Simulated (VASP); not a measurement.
Here is a VASP 6.6.1 calculation.

INCAR

```
PREC     = Accurate       # precision mode
ENCUT    = 520            # plane-wave cutoff, eV
EDIFF    = 1E-6           # SCF threshold, eV
ISMEAR   = 0              # smearing method
SIGMA    = 0.2            # smearing width, eV
LREAL    = False          # projectors in reciprocal space
LASPH    = True           # aspherical terms in the spheres
NELM     = 100            # most SCF steps
ALGO     = Normal         # electronic algorithm
ISIF     = 2              # what is computed and relaxed
LWAVE    = False          # write WAVECAR
LCHARG   = False          # write CHGCAR
GGA      = PE             # functional
NBANDS   = 39             # bands
```

File KPOINTS:

```
regular mesh
0
Gamma
  6 6 6
```

POSCAR

```
SnGeP6
1.0
    3.6447390504      2.1042910719      3.4863705711
   -3.6447390504      2.1042910719      3.4863705711
    0.0000000000     -4.2085821438      3.4863705711
Sn Ge P
1 1 6
Direct
    0.7538551127      0.7538551127      0.7538551127
    0.2368517860      0.2368517860      0.2368517860
    0.2866169006      0.2866169006      0.7619729839
    0.2414523784      0.6998169690      0.6998169690
    0.2866169006      0.7619729839      0.2866169006
    0.7619729839      0.2866169006      0.2866169006
    0.6998169690      0.6998169690      0.2414523784
    0.6998169690      0.2414523784      0.6998169690
```

Potentials or basis: VASP PAW PBE potentials, release 64 (Sn_d, Ge_d, P).

The run is started by

```bash
$ cat potpaw_PBE.64/Sn_d/POTCAR potpaw_PBE.64/Ge_d/POTCAR potpaw_PBE.64/P/POTCAR > POTCAR
$ mpirun -np 1 vasp_std > vasp.out
```

(1) Estimate the band gap on the k mesh.

(2) Estimate the pressure.

(3) Predict the largest force.

## Answers

(1) zero (bands 29 and 30 overlap by 1.96 eV).

(2) -0.2 GPa.

(3) 0.051 eV/Å.

Caveat: spin-orbit coupling is left out, which moves the levels of the heavy elements.
